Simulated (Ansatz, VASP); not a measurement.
# Two plane-wave programs on KSbBr

```xyz
6
Lattice="5.0345 0.0000 0.0000 0.0000 5.0345 0.0000 0.0000 0.0000 8.8324" Properties=species:S:1:pos:R:3 pbc="T T T"
K     0.0000    2.5172    5.7940
K     2.5172    0.0000    3.0383
Sb    0.0000    2.5172    1.7311
Sb    2.5172    0.0000    7.1012
Br    0.0000    0.0000    0.0000
Br    2.5172    2.5172    0.0000
```

Alike in both runs: task single point; functional r2SCAN; k mesh 5 × 5 × 3; occupations fermi-dirac, width 0.0101 eV; no spin polarisation.

|  | VASP | Ansatz |
| --- | --- | --- |
| version | VASP 6.6.1 | Ansatz 0.2.0 |
| potentials or method | VASP PAW PBE potentials, release 64 (K_sv, Sb, Br), cutoff 520 eV | PAW plane waves |
| valence electrons in the cell | 42 | 62 |

VASP gave:

```
pressure (GPa)                                                : 1.3
traceless stress, the component that is largest in VASP (GPa) : -2.54
rms of the force components (eV/Å)                            : 0.165
```

Question: Estimate Ansatz's values.

Answer: Pressure (GPa): 1.4; traceless stress, the component that is largest in VASP (GPa): -2.54; rms of the force components (eV/Å): 0.169.

VASP's potentials were made for PBE, not for r2SCAN. Atom by atom the forces differ by 0.006 eV/Å (rms over components). With one functional, cell and mesh, what is left measures potentials, basis and numerics. VASP's potentials hold 42 valence electrons a cell and Ansatz's 62, so a difference there can come from the potentials and not from the codes.

Spin-orbit coupling is off throughout.
